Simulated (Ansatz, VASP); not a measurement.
**Two plane-wave programs on Mg**

```xyz
8
Lattice="5.7072 0.0000 0.0000 0.0000 5.7072 0.0000 0.0000 0.0000 5.7072" Properties=species:S:1:pos:R:3 pbc="T T T"
Mg    0.0000    0.0000    0.0000
Mg    2.8536    2.8536    2.8536
Mg    1.4268    0.0000    2.8536
Mg    4.2804    0.0000    2.8536
Mg    2.8536    1.4268    0.0000
Mg    2.8536    4.2804    0.0000
Mg    0.0000    2.8536    1.4268
Mg    0.0000    2.8536    4.2804
```

Alike in both runs: task relaxation of cell and atoms; functional LDA; k mesh 5 × 5 × 5; occupations fermi-dirac, width 0.1 eV; no spin polarisation.

```csv
,VASP,Ansatz
version,VASP 6.6.1,Ansatz 0.2.0
potentials or method,"VASP PAW LDA potentials, release 64 (Mg), cutoff 600 eV","plane waves (420 eV) with PAW, scalar-relativistic"
valence electrons in the cell,16,80
```

|  | VASP | Ansatz | Ansatz less VASP |
| --- | --- | --- | --- |
| relaxed volume (Å³/atom) | 21.93 | 22.09 | +0.161 |
| relaxed cell length with the largest relative difference (Å) | 5.598 | 5.612 | +0.0137 |

Ansatz warns that its potentials were made for another functional, while VASP's fit it. LDA's correlation is that of Perdew and Zunger in VASP and of Perdew and Wang (1992) in Ansatz. VASP's potentials hold 16 valence electrons a cell and Ansatz's 80, so a difference there can come from the potentials and not from the codes.
